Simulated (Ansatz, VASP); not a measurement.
Si4O7 in VASP and in Ansatz

```xyz
11
Lattice="5.0800 0.0000 0.0000 0.0000 5.0800 0.0000 0.0000 0.0000 7.0915" Properties=species:S:1:pos:R:3 pbc="T T T"
Si    1.4957    1.4957    0.0000
Si    1.0443    4.0357    1.7729
Si    3.5843    3.5843    3.5457
Si    4.0357    1.0443    5.3186
O     2.0593    3.7641    3.0127
O     3.8559    4.5992    4.7856
O     3.0207    1.3159    6.5584
O     3.7641    2.0593    4.0788
O     4.8796    2.9563    2.1306
O     1.3159    3.0207    0.5331
O     0.4807    1.2241    5.8517
```

Change from the starting cell: O vacancy; atom 9 moved -0.125 of the way to it and -0.900 Å across, host rigid.

Alike in both runs: task single point; functional PBE; k mesh 4 × 4 × 4; occupations gaussian, width 0.05 eV; no spin polarisation.

|  | VASP | Ansatz |
| --- | --- | --- |
| version | VASP 6.6.1 | Ansatz 0.2.0 |
| potentials or method | VASP PAW PBE potentials, release 64 (Si, O), cutoff 520 eV | scalar-relativistic, plane waves, PAW |
| valence electrons in the cell | 58 | 58 |

|  | VASP | Ansatz | Ansatz less VASP |
| --- | --- | --- | --- |
| gap on the k mesh at the Fermi level (eV) | 2.23 | 2.24 | +0.010 |
| least direct gap on the mesh (eV) | 2.29 | 2.30 | +0.009 |
| pressure (GPa) | -1.4 | -1.5 | -0.10 |
| traceless stress, the component that is largest in VASP (GPa) | -4.36 | -4.36 | -0.005 |
| rms of the force components (eV/Å) | 1.505 | 1.505 | 0.0000 |

Atom by atom the forces differ by 0.023 eV/Å (rms over components). The functional is the same, so the differences come from potentials, cutoffs and numerics.
